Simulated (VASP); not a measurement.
# GeBr (P6_3/mmc) in VASP: notebook

Runs on GeBr. Level: PBE. Tasks: relaxation of cell and atoms.

Everything below comes from runs of VASP 6.6.1. Logs are shortened: lines on timing, memory, paths and dates and some standing lists are left out, and cuts for length are marked.

## 1. The cell of the first run

The structure is hexagonal, space group P6_3/mmc (No. 194). Conventional cell: a = 4.852 Å, b = 4.852 Å, c = 7.993 Å, α = 90.00°, β = 90.00°, γ = 120.00°. Ge (site symmetry -3m) has 6 Br at 3.44 Å and 2 Ge at 4.00 Å within 4.5 Å. Br (site symmetry -6m2) has 6 Ge at 3.44 Å within 4.5 Å.

## 2. Relaxation of cell and atoms, PBE

Contents of INCAR:

```
  ALGO = Normal
  EDIFF = 1E-6
  EDIFFG = -0.04
  ENCUT = 600
  GGA = PE
  IBRION = 2
  ISIF = 3
  ISMEAR = 0
  LASPH = T
  LCHARG = F
  LREAL = F
  LWAVE = F
  NELM = 100
  NSW = 90
  PREC = Accurate
  SIGMA = 0.1
```

Contents of KPOINTS:

```
k-points
0
Gamma
  6 6 2
```

Contents of POSCAR:

```
GeBr
1.0
    4.8516221300      0.0000000000      0.0000000000
   -2.4258110600      4.2016280100      0.0000000000
    0.0000000000      0.0000000000      7.9934823000
Ge Br
2 2
Direct
    0.0000000000      0.0000000000      0.0000000000
    0.0000000000      0.0000000000      0.5000000000
    0.3333333300      0.6666666700      0.7500000000
    0.6666666700      0.3333333300      0.2500000000
```

Potentials or basis: VASP PAW PBE potentials, release 64 (Ge_d, Br).

Command:

```sh
$ cat potpaw_PBE.64/Ge_d/POTCAR potpaw_PBE.64/Br/POTCAR > POTCAR
$ mpirun -np 1 vasp_std > vasp.out
```

OUTCAR:

```text
EDIFF = 1E-6
   EDIFFG = -0.04
   ENCUT = 600
   GGA = PE
   IBRION = 2
   ISIF = 3
   ISMEAR = 0
   LASPH = T
   LREAL = F
   NELM = 100
   NSW = 90
   PREC = Accurate

 ion  position               nearest neighbor table
   1  0.000  0.000  0.000-
   2  0.000  0.000  0.500-
   3  0.333  0.667  0.750-
   4  0.667  0.333  0.250-

  LATTYP: Found a hexagonal cell.
 ALAT       =     4.8516221300
 C/A-ratio  =     1.6475896279

  Lattice vectors:

 A1 = (   4.8516221300,   0.0000000000,   0.0000000000)
 A2 = (  -2.4258110600,   4.2016280100,   0.0000000000)
 A3 = (   0.0000000000,   0.0000000000,   7.9934823000)

Analysis of symmetry for initial positions (statically):
=====================================================================
 Subroutine PRICEL returns:
 Original cell was already a primitive cell.

 Routine SETGRP: Setting up the symmetry group for a
 hexagonal supercell.

 Subroutine GETGRP returns: Found 24 space group operations
 (whereof 12 operations were pure point group operations)
 out of a pool of 24 trial point group operations.

The static configuration has the point symmetry D_3d.
 The point group associated with its full space group is D_6h.

Analysis of symmetry for dynamics (positions and initial velocities):
=====================================================================
 Subroutine PRICEL returns:
 Original cell was already a primitive cell.

 Routine SETGRP: Setting up the symmetry group for a
 hexagonal supercell.

 Subroutine GETGRP returns: Found 24 space group operations
 (whereof 12 operations were pure point group operations)
 out of a pool of 24 trial point group operations.

The dynamic configuration has the point symmetry D_3d.
 The point group associated with its full space group is D_6h.

 Subroutine INISYM returns: Found 24 space group operations
 (whereof 12 operations are pure point group operations),
 and found     1 'primitive' translations

----------------------------------------------------------------------------------------

                                     Primitive cell

  volume of cell :     162.9448

  direct lattice vectors                    reciprocal lattice vectors
     4.851622130  0.000000000  0.000000000     0.206116629  0.119001491  0.000000000
    -2.425811060  4.201628010  0.000000000     0.000000000  0.238002983  0.000000000
     0.000000000  0.000000000  7.993482300     0.000000000  0.000000000  0.125101922

  length of vectors
[... 79 lines left out ...]
   IBRION =      2    ionic relax: 0-MD 1-quasi-New 2-CG
   NFREE  =      1    steps in history (QN), initial steepest desc. (CG)
   ISIF   =      3    stress and relaxation
   ISYM   =      2    0-nonsym 1-usesym 2-fastsym
   POTIM  = 0.5000    time-step for ionic-motion
   TEBEG  =    0.0;   TEEND  =   0.0 temperature during run
   PSTRESS=    0.0 pullay stress
   NELECT =      42.0000    total number of electrons
   NUPDOWN=      -1.0000    fix difference up-down
   EMIN   =  10.00;   EMAX   =-10.00  energy-range for DOS
   EFERMI =   0.00;   METHOD = LEGACY
   ISMEAR =     0;   SIGMA  =   0.10  broadening in eV -4-tet -1-fermi 0-gaus
   EFERMI_NEDOS =   21; number of points for ismear=-14 and -15
   IALGO  =     38    algorithm
   IMIX   =      4    mixing-type and parameters
     AMIX     =   0.40;   BMIX     =  1.00
     AMIX_MAG =   1.60;   BMIX_MAG =  1.00
  volume/ion in A,a.u.               =      40.74       274.90
  Fermi-wavevector in a.u.,A,eV,Ry     =   1.041864  1.968838 14.768862  1.085481
  Thomas-Fermi vector in A             =   2.176504
   LORBIT       =      0    0 simple, 1 ext, 2 COOP (PROOUT), +10 PAW based schemes
   GGA     = PE    functional components
   LHFCALC =     F    Hartree Fock is set to
   AEXX    =    0.0000 exact exchange contribution
   IVDW    =     0    specifies the selected vdW correction
   LEPSILON=     F    determine dielectric tensor
   LRPA    =     F    only Hartree local field effects (RPA)
 conjugate gradient relaxation of ions
 non-spin polarized calculation
 Gauss-broadening in eV      SIGMA  =   0.10
  energy-cutoff  :      600.00
  volume of cell :      162.94
 maximum number of plane-waves:      5488
 NGX is ok and might be reduce to    40
   NGX = 19   NGY = 19   NGZ = 31

--------------------------------------- Ionic step        1  -------------------------------------------

 number of electron      41.9999970 magnetization

 Free energy of the ion-electron system (eV)
  ---------------------------------------------------
  ext. energy  EPLUGINS =         0.00000000
  ---------------------------------------------------
  free energy    TOTEN  =       -10.17815034 eV

  energy without entropy =      -10.14908261  energy(sigma->0) =      -10.16361648

------------------------ aborting loop because EDIFF is reached ----------------------------------------

  FORCE on cell =-STRESS in cart. coord.  units (eV):
  Direction    XX          YY          ZZ          XY          YZ          ZX
  --------------------------------------------------------------------------------------
  -------------------------------------------------------------------------------------
  Total       -4.7891453     -4.7891453     -6.6438739     -0.0000000      0.0000000      0.0000000
  in kB      -47.0899264    -47.0899263    -65.3267994     -0.0000001      0.0000000      0.0000000
  external PRESSURE =     -53.1688840 kB  Pullay stress =       0.0000000 kB
[... 95 lines left out ...]
  FREE ENERGIE OF THE ION-ELECTRON SYSTEM (eV)
  ---------------------------------------------------
  free  energy   TOTEN  =       -11.3941971828 eV

  energy  without entropy=      -11.3740083243  energy(sigma->0) =      -11.38410275

[... ionic steps 4 to 13 ...]

--------------------------------------- Ionic step       14  -------------------------------------------

 number of electron      42.0000013 magnetization

------------------------ aborting loop because EDIFF is reached ----------------------------------------
[... 71 lines left out ...]
--------------------------------------- Ionic step       16  -------------------------------------------

 number of electron      42.0000002 magnetization

 Free energy of the ion-electron system (eV)
  ---------------------------------------------------
  ext. energy  EPLUGINS =         0.00000000
  ---------------------------------------------------
  free energy    TOTEN  =       -12.36252148 eV

  energy without entropy =      -12.35758148  energy(sigma->0) =      -12.36005148

 E-fermi :   3.3330     XC(G=0):  -8.9192

 val. band max:        3.2794412821   @ k =   0.5000   0.0000   0.0000
 cond. band min:       3.4466113289   @ k =   0.0000   0.0000   0.0000
 fundamental gap:      0.1671700468
 Fermi energy:         3.3330028785

 k-point     1 :       0.0000    0.0000    0.0000
  band No.  band energies     occupation
      1     -22.7298      2.00000
      2     -22.6052      2.00000
      3     -22.6052      2.00000
      4     -22.6038      2.00000
      5     -22.6038      2.00000
      6     -22.5880      2.00000
[... 412 lines left out ...]
  FREE ENERGIE OF THE ION-ELECTRON SYSTEM (eV)
  ---------------------------------------------------
  free  energy   TOTEN  =       -12.3625214760 eV

  energy  without entropy=      -12.3575814824  energy(sigma->0) =      -12.36005148

 reached required accuracy - stopping structural energy minimisation
```

OSZICAR:

```text
N       E                     dE             d eps       ncg     rms          rms(c)
DAV:   1     0.366769540188E+03    0.36677E+03   -0.22186E+04   820   0.294E+03
DAV:   2     0.488937553252E+02   -0.31788E+03   -0.31386E+03   780   0.653E+02
DAV:   3    -0.757345040302E+01   -0.56467E+02   -0.55735E+02   839   0.186E+02
[... 163 lines left out ...]
DAV:   3    -0.123625172234E+02    0.11382E-01   -0.22542E-02   867   0.147E+00    0.105E-01
DAV:   4    -0.123625386152E+02   -0.21392E-04   -0.28303E-03   869   0.514E-01    0.646E-02
DAV:   5    -0.123625234897E+02    0.15126E-04   -0.11349E-04   865   0.131E-01    0.259E-02
DAV:   6    -0.123625213883E+02    0.21014E-05   -0.17139E-05   881   0.521E-02    0.317E-03
DAV:   7    -0.123625214760E+02   -0.87662E-07   -0.11031E-06   385   0.150E-02
  16 F= -.12362521E+02 E0= -.12360051E+02  d E =-.253323E-02
```

CONTCAR:

```text
GeBr
   1.00000000000000
     5.0898142962246133    0.0000000000127204    0.0000000000000000
    -2.5449071428558137    4.4079084767049528   -0.0000000000000000
    -0.0000000000000000    0.0000000000000000    5.0189201903666207
  Ge              Br
     2     2
Direct
     0.0000000000000000    0.0000000000000000    0.0000000000000000
     0.0000000000000000    0.0000000000000000    0.5000000000000000
     0.3333333300000021    0.6666666699999979    0.7500000000000000
     0.6666666699999979    0.3333333300000021    0.2500000000000000

  0.00000000E+00  0.00000000E+00  0.00000000E+00
  0.00000000E+00  0.00000000E+00  0.00000000E+00
  0.00000000E+00  0.00000000E+00  0.00000000E+00
  0.00000000E+00  0.00000000E+00  0.00000000E+00
```

Run time: 13 min. Hardware: 1 thread of Intel Xeon Platinum 8488C (Sapphire Rapids), shared host; peak memory 0.36 GiB.

What came out:

```yaml
Free_energy: -12.3625 eV
Relaxed_volume: 28.15 Å³/atom
Relaxed_cell: a = 5.090 Å, b = 5.090 Å, c = 5.019 Å, α = 90.00°, β = 90.00°, γ = 120.00°
Space_group_after_relaxing_to_0.1_Å: P6_3/mmc (No. 194)
Energy_gained_by_relaxing: 546.1 meV/atom
Ionic_steps: 16
Pressure_after_relaxing: 0.0 GPa
Band_gap_on_the_k_mesh: zero (bands 21 and 22 overlap by 1.47 eV)
```

The path:
```
step  energy change (eV)  largest force (eV/Å)  pressure (GPa)  volume (Å³)
   1              0.0000                0.0000           -5.32       162.94
   2             -0.9224                0.0000           -3.85       133.07
   3             -1.2160                0.0000           -0.53       115.11
   4             -1.2224                0.0000            0.33       112.02
   5             -1.2224                0.0000            0.08       112.92
   6             -1.2519                0.0000            0.08       112.94
   7             -1.3576                0.0000            0.13       112.75
   8             -1.6842                0.0000            0.04       111.08
   9             -1.3285                0.0000            8.70       102.09
  10             -1.8663                0.0000           -0.02       109.97
  11             -2.1468                0.0000            1.92       106.69
  12             -2.1413                0.0000            2.24       106.30
  13             -2.1727                0.0000           -0.87       114.89
  14             -2.1818                0.0000            0.05       112.06
  15             -2.1818                0.0000            0.13       111.95
  16             -2.1844                0.0000            0.00       112.60
```

Final structure:
```yaml
crystal:
  lattice:
    - [5.08981, 0.00000, 0.00000]
    - [-2.54491, 4.40791, 0.00000]
    - [0.00000, 0.00000, 5.01892]
  atoms:
    - { symbol: Ge, position: [0.00000, 0.00000, 0.00000] }
    - { symbol: Ge, position: [0.00000, 0.00000, 0.50000] }
    - { symbol: Br, position: [0.33333, 0.66667, 0.75000] }
    - { symbol: Br, position: [0.66667, 0.33333, 0.25000] }
```

Levels at points of the mesh, in eV from the Fermi level:
| k point | band 17 | band 18 | band 19 | band 20 | band 21 | band 22 | band 23 | band 24 | band 25 |
| --- | --- | --- | --- | --- | --- | --- | --- | --- | --- |
| (0.00, 0.00, 0.00) | -4.20 | -4.00 | -4.00 | -2.38 | -2.34 | 0.11 | 0.11 | 2.19 | 2.19 |
| (0.50, 0.00, 0.00) | -3.85 | -3.06 | -2.98 | -2.90 | -2.73 | -0.05 | 0.92 | 1.75 | 3.48 |
| (0.00, 0.00, 0.50) | -3.91 | -3.91 | -3.20 | -3.20 | 0.14 | 0.14 | 0.14 | 0.14 | 2.77 |
| (0.50, 0.00, 0.50) | -4.29 | -4.29 | -2.29 | -2.29 | 0.90 | 0.90 | 1.38 | 1.38 | 2.66 |

Caveat: the k points lie up to 0.63 Å⁻¹ apart in the final cell, too coarse for converged energies and pressures of a metal; the volume moved by over 15 % at a fixed basis, so the end points are rough.

## 3. Relaxation of cell and atoms, PBE

This run uses another cell than the first one, of 28.22 Å³/atom.

Contents of INCAR:

```
ALGO = Normal ; EDIFF = 1E-6
EDIFFG = -0.04 ; ENCUT = 600
GGA = PE ; IBRION = 2
ISIF = 3 ; ISMEAR = 0
LASPH = True ; LCHARG = False
LREAL = False ; LWAVE = False
NELM = 60 ; NSW = 90
PREC = Accurate ; SIGMA = 0.1
```

Contents of KPOINTS:

```
k-points
0
Gamma
  6 6 4
```

Contents of POSCAR:

```
GeBr
1.0
    5.0907138889      0.0000000000      0.0000000000
   -2.5453569445      4.4086875512      0.0000000000
    0.0000000000      0.0000000000      5.0288980735
Ge Br
2 2
Direct
    0.0000000000      0.0000000000      0.0000000000
    0.0000000000      0.0000000000      0.5000000000
    0.3333333333      0.6666666667      0.7500000000
    0.6666666667      0.3333333333      0.2500000000
```

Potentials or basis: VASP PAW PBE potentials, release 64 (Ge_d, Br).

Command:

```sh
$ cat potpaw_PBE.64/Ge_d/POTCAR potpaw_PBE.64/Br/POTCAR > POTCAR
$ mpirun -np 1 vasp_std > vasp.out
```

Run time: 3.4 min. Hardware: 1 thread of Intel Xeon Platinum 8488C (Sapphire Rapids), shared host; peak memory 0.29 GiB.

It converged, with:

| Quantity | Value |
| --- | --- |
| Free energy | -12.2605 eV |
| Relaxed volume | 28.10 Å³/atom |
| Relaxed cell | a = 4.886 Å, b = 4.886 Å, c = 5.438 Å, α = 90.00°, β = 90.00°, γ = 120.00° |
| Space group after relaxing (to 0.1 Å) | P6_3/mmc (No. 194) |
| Energy gained by relaxing | 76.8 meV/atom |
| Ionic steps | 5 |
| Pressure after relaxing | 0.0 GPa |
| Band gap on the k mesh | zero (bands 21 and 22 overlap by 1.41 eV) |

Stress tensor (GPa, compression positive):
```
-0.02  0.00  0.00
 0.00 -0.02  0.00
 0.00  0.00 -0.11
```

The path:
```csv
step,energy change (eV),largest force (eV/Å),pressure (GPa),volume (Å³)
1,0.0000,0.0000,1.62,112.87
2,-0.2850,0.0000,-1.17,117.20
3,-0.2852,0.0000,-1.31,117.30
4,-0.3061,0.0000,-0.29,113.54
5,-0.3074,0.0000,-0.05,112.41
```

Final structure:
```
CELL_PARAMETERS angstrom
4.88591 0.00000 0.00000
-2.44295 4.23132 0.00000
0.00000 0.00000 5.43755
ATOMIC_POSITIONS crystal
Ge 0.00000 0.00000 0.00000
Ge 0.00000 0.00000 0.50000
Br 0.33333 0.66667 0.75000
Br 0.66667 0.33333 0.25000
```

Levels at points of the mesh, in eV from the Fermi level:
```csv
k point,band 18,band 19,band 20,band 21,band 22,band 23,band 24,band 25
"(0.00, 0.00, 0.00)",-4.37,-3.58,-2.92,-2.76,0.15,0.15,1.50,1.50
"(0.50, 0.00, 0.00)",-3.60,-3.31,-3.24,-2.47,0.37,0.95,1.41,3.00
"(0.00, 0.00, 0.50)",-4.32,-3.60,-3.60,0.15,0.15,0.15,0.15,1.61
"(0.50, 0.00, 0.50)",-4.73,-2.86,-2.86,1.07,1.07,1.43,1.43,1.60
```

The gap in the log of VASP goes by the Fermi energy; the results here count the filled bands.